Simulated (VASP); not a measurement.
SnSe2:

```xyz
3
Lattice="3.8110 0.0000 0.0000 -1.9055 3.3004 0.0000 0.0000 0.0000 6.1370" Properties=species:S:1:pos:R:3 pbc="T T T"
Sn    0.0000    0.0000    0.0000
Se    0.0000    2.2003    1.5342
Se    1.9055    1.1001    4.6027
```

* Program: VASP 6.6.1
* Task: relaxation of cell and atoms
* Functional: PBEsol
* Dispersion: D3(BJ)
* Potentials or basis: VASP PAW PBE potentials, release 64 (Sn_d, Se)
* Cutoff: 600 eV
* k mesh: 12 × 12 × 8
* Occupations: gaussian, width 0.02 eV
* Spin: no spin polarisation

At the start: pressure 0.3 GPa; volume 25.73 Å³/atom.

Q: Where does the relaxation end?

A: Over 39 steps the energy falls by 24.3 meV/atom and the volume is 23.94 Å³/atom (-7.0 %); space group P-3m1 (No. 164, to 0.1 Å) before and after.

The path:
```csv
step,energy change (eV),largest force (eV/Å),pressure (GPa),volume (Å³)
1,0.0000,0.5723,0.29,77.19
2,-0.0219,0.1573,-1.22,77.72
3,-0.0223,0.1052,-1.43,77.78
4,-0.0372,0.1132,-0.20,75.49
5,-0.0377,0.1143,0.14,74.94
6,-0.0476,0.1209,0.22,74.24
7,-0.0668,0.1377,0.75,72.12
8,-0.0349,0.1871,3.20,67.79
9,-0.0671,0.1952,1.33,71.13
10,-0.0729,0.0274,0.26,71.61
11,-0.0730,0.0045,0.04,71.70
12,-0.0730,0.0005,0.06,71.69
13,-0.0730,0.0002,0.04,71.72
14,-0.0730,0.0003,0.02,71.77
15,-0.0730,0.0012,-0.01,71.86
16,-0.0730,0.0004,0.03,71.80
17,-0.0730,0.0009,-0.01,71.84
18,-0.0730,0.0006,0.02,71.82
19,-0.0730,0.0007,-0.01,71.81
20,-0.0730,0.0006,-0.01,71.81
21,-0.0730,0.0031,0.04,71.79
22,-0.0730,0.0011,0.01,71.80
23,-0.0730,0.0012,0.03,71.80
24,-0.0730,0.0006,0.03,71.80
25,-0.0730,0.0006,0.02,71.81
26,-0.0730,0.0006,0.01,71.81
27,-0.0730,0.0006,0.01,71.81
28,-0.0730,0.0006,0.01,71.81
29,-0.0730,0.0006,0.01,71.81
30,-0.0730,0.0006,0.01,71.81
31,-0.0730,0.0006,0.01,71.81
32,-0.0730,0.0006,0.01,71.81
33,-0.0730,0.0006,0.01,71.81
34,-0.0730,0.0006,0.01,71.81
35,-0.0730,0.0006,0.01,71.81
36,-0.0730,0.0006,0.01,71.81
37,-0.0730,0.0006,0.01,71.81
38,-0.0730,0.0006,0.01,71.81
39,-0.0730,0.0006,0.00,71.82
```

Final structure:
```cif
data_structure
_symmetry_space_group_name_H-M 'P 1'
_symmetry_Int_Tables_number 1
_cell_length_a 3.7932
_cell_length_b 3.7932
_cell_length_c 5.7637
_cell_angle_alpha 90.000
_cell_angle_beta 90.000
_cell_angle_gamma 120.000
_cell_volume 71.82
loop_
_atom_site_label
_atom_site_type_symbol
_atom_site_fract_x
_atom_site_fract_y
_atom_site_fract_z
_atom_site_occupancy
Sn1 Sn 0.00000 0.00000 0.00000 1
Se1 Se 0.33333 0.66667 0.27538 1
Se2 Se 0.66667 0.33333 0.72462 1
```

Caveat: the PAW data sets were made with another functional, which shifts forces and pressure a little.
